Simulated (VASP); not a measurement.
Write the native input for VASP 6.6.1 that does the following.

```yaml
Task: single point
Functional: PBE
Potentials_or_basis: VASP PAW PBE potentials, release 64 (Hf_pv, Si, O)
Cutoff: 520 eV
k_mesh: 10 × 10 × 4
Occupations: gaussian, width 0.02 eV
Spin: no spin polarisation
Dipole_correction: no
Further_INCAR_settings: ALGO = Normal; EDIFF = 1e-06; NBANDS = 47
```

The structure of HfSi3O8 lies in POSCAR:

```
HfSi3O8
1.0
    3.3363963971      0.0000000000      0.0000000000
    0.0000000000      3.3363963971      0.0000000000
    0.0000000000      0.0000000000      9.5413915387
Hf Si O
1 3 8
Direct
    0.0000000000      0.0000000000      0.0000000000
    0.5000000000      0.5000000000      0.2590947594
    0.0000000000      0.0000000000      0.5000000000
    0.5000000000      0.5000000000      0.7409052406
    0.0000000000      0.5000000000      0.1404761686
    0.5000000000      0.0000000000      0.3794041778
    0.0000000000      0.5000000000      0.6205958222
    0.5000000000      0.0000000000      0.8595238314
    0.0000000000      0.5000000000      0.3794041778
    0.5000000000      0.0000000000      0.6205958222
    0.0000000000      0.5000000000      0.8595238314
    0.5000000000      0.0000000000      0.1404761686
```

The input as run:

INCAR

```
SYSTEM = HfSi3O8
  PREC = Accurate
  ENCUT = 520
  EDIFF = 1E-6
  ISMEAR = 0
  SIGMA = 0.02
  LREAL = .FALSE.
  LASPH = .TRUE.
  NELM = 80
  ALGO = Normal
  ISIF = 2
  LWAVE = .FALSE.
  LCHARG = .TRUE.
  GGA = PE
  LELF = .TRUE.
  LVHAR = .TRUE.
  NBANDS = 47
```

KPOINTS

```
regular mesh
0
G
  10 10 4
  0 0 0
```

Potentials or basis: VASP PAW PBE potentials, release 64 (Hf_pv, Si, O).

Launch:

```bash
$ cat potpaw_PBE.64/Hf_pv/POTCAR potpaw_PBE.64/Si/POTCAR potpaw_PBE.64/O/POTCAR > POTCAR
$ mpirun -np 1 vasp_std > vasp.out
```

Results of the run:

* Pressure: -0.9 GPa
* Largest force: 0.169 eV/Å
* Band gap on the k mesh: 0.36 eV, direct

Caveat: spin-orbit coupling is left out, which moves the levels of the heavy elements.

It took 11 min on 1 thread of AMD EPYC 7R13, with other jobs on the host, peak memory 0.36 GiB.
